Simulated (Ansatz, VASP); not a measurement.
Be3TeO2: VASP beside Ansatz

Contents of INCAR:

```
PREC = Accurate
ENCUT = 600
EDIFF = 1E-6
ISMEAR = 0
SIGMA = 0.1
LREAL = False
LASPH = True
NELM = 60
ALGO = Normal
ISIF = 3
LWAVE = False
LCHARG = False
GGA = PE
IBRION = 2
NSW = 90
EDIFFG = -0.04
```

Contents of KPOINTS:

```
regular mesh
0
Gamma
  4 4 4
```

POSCAR

```
Be3TeO2
1.0
    2.3053481100     -4.1489143200      0.0000000000
    2.3053481100      4.1489143200      0.0000000000
    0.0000000000      0.0000000000      3.8049941600
Be Te O
3 1 2
Direct
    0.6779564000      0.3220436000      0.0000000000
    0.3220436000      0.6779564000      0.0000000000
    0.5000000000      0.5000000000      0.5000000000
    0.0000000000      0.0000000000      0.0000000000
    0.5000000000      0.0000000000      0.5000000000
    0.0000000000      0.5000000000      0.5000000000
```

Input for Ansatz:

```yaml
crystal:
  lattice:
    - [2.30534811, -4.14891432, 0.0]
    - [2.30534811, 4.14891432, 0.0]
    - [0.0, 0.0, 3.80499416]
  atoms:
    - { symbol: Be, position: [0.6779564, 0.3220436, 0.0] }
    - { symbol: Be, position: [0.3220436, 0.6779564, 0.0] }
    - { symbol: Be, position: [0.5, 0.5, 0.5] }
    - { symbol: Te, position: [0.0, 0.0, 0.0] }
    - { symbol: O, position: [0.5, 0.0, 0.5] }
    - { symbol: O, position: [0.0, 0.5, 0.5] }
basis:
  ecutwfc: 420
kpoints:
  mp_grid: { grid: [4, 4, 4] }
hamiltonian:
  xc: pbe
scf:
  occupations: { method: gaussian, width: 0.1 }
  lower_state_search: "off"
output:
  forces: true
  stress: true
  eigenvalues: true
relax:
  adjacent_minimum: "off"
  f_tol: 0.04
  max_steps: 70
  cell: { stress_tol: 0.4 }
```

Change from the starting cell: species swapped into the LaAl2Ag3 type (Cmmm, No. 65).

Alike in both runs: task relaxation of cell and atoms; functional PBE; k mesh 4 × 4 × 4; occupations gaussian, width 0.1 eV; no spin polarisation.

|  | VASP | Ansatz |
| --- | --- | --- |
| version | VASP 6.6.1 | Ansatz 0.2.0 |
| potentials or method | VASP PAW PBE potentials, release 64 (Be, Te, O), cutoff 600 eV | scalar-relativistic, plane waves, PAW |
| valence electrons in the cell | 24 | 34 |

```tsv
	VASP	Ansatz	Ansatz less VASP
gap on the k mesh at the Fermi level, each at its own relaxed structure (eV)	none	none	-
relaxed volume (Å³/atom)	11.91	12.64	+0.731
relaxed cell length with the largest relative difference (Å)	6.106	6.468	+0.3624
```

A gap of «none» marks a metal or a gap that the smearing closes. One of these differences is far larger than is usual between the two programs; its cause wasn't traced. VASP's potentials hold 24 valence electrons a cell and Ansatz's 34, so a difference there can come from the potentials and not from the codes.

The k mesh is coarse, so the values compare programs but aren't converged. Spin-orbit coupling is off throughout.
